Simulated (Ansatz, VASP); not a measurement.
Two plane-wave programs on Pt

```
CELL_PARAMETERS angstrom
2.78616 0.00000 0.00000
-1.39308 2.41288 0.00000
0.00000 0.00000 24.09955
ATOMIC_POSITIONS crystal
Pt 0.66667 0.33333 0.31121
Pt 0.33333 0.66667 0.40560
Pt 0.00000 0.00000 0.50000
Pt 0.66667 0.33333 0.59440
Pt 0.33333 0.66667 0.68879
```

Alike in both runs: task single point; functional r2SCAN; k mesh 15 × 15 × 1; occupations gaussian, width 0.1 eV; no spin polarisation.

|  | VASP | Ansatz |
| --- | --- | --- |
| version | VASP 6.6.1 | Ansatz 0.2.0 |
| potentials or method | VASP PAW PBE potentials, release 64 (Pt), cutoff 520 eV | scalar-relativistic, plane waves, PAW |
| valence electrons in the cell | 50 | 90 |

```tsv
	VASP	Ansatz	Ansatz less VASP
gap on the k mesh at the Fermi level (eV)	none	none	-
rms of the force components (eV/Å)	0.126	0.123	-0.0023
```

VASP's potentials were made for PBE, not for r2SCAN. Atom by atom the forces differ by 0.009 eV/Å (rms over components). A gap of «none» marks a metal or a gap that the smearing closes. The functional is the same, so the differences come from potentials, cutoffs and numerics. VASP's potentials hold 50 valence electrons a cell and Ansatz's 90, so a difference there can come from the potentials and not from the codes. Ansatz's warnings: xc potential rough in thin density.

Neither program's run includes spin-orbit coupling.
